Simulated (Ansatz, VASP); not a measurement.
**RbLa2Cl2: VASP beside Ansatz**

```
CELL_PARAMETERS angstrom
7.05203 0.00000 0.00000
-3.52601 6.10723 0.00000
0.00000 0.00000 5.57538
ATOMIC_POSITIONS crystal
Rb 0.00000 0.00000 0.50000
La 0.33333 0.66667 0.50000
La 0.66667 0.33333 0.50000
Cl 0.33333 0.66667 0.00000
Cl 0.66667 0.33333 0.00000
```

Alike in both runs: task relaxation of cell and atoms; functional PBE; k mesh 6 × 6 × 8; occupations gaussian, width 0.1 eV; no spin polarisation.

|  | VASP | Ansatz |
| --- | --- | --- |
| version | VASP 6.6.1 | Ansatz 0.2.0 |
| potentials or method | VASP PAW PBE potentials, release 64 (Rb_sv, La, Cl), cutoff 600 eV | scalar-relativistic, plane waves, PAW |
| valence electrons in the cell | 45 | 45 |

```tsv
	VASP	Ansatz	Ansatz less VASP
gap on the k mesh at the Fermi level, each at its own relaxed structure (eV)	none	none	-
relaxed volume (Å³/atom)	48.91	48.97	+0.052
relaxed length of the cell vector where the two differ most in proportion (Å)	5.570	5.575	+0.0050
```

A gap of «none» marks a metal or a gap that the smearing closes.

Spin-orbit coupling is off throughout.
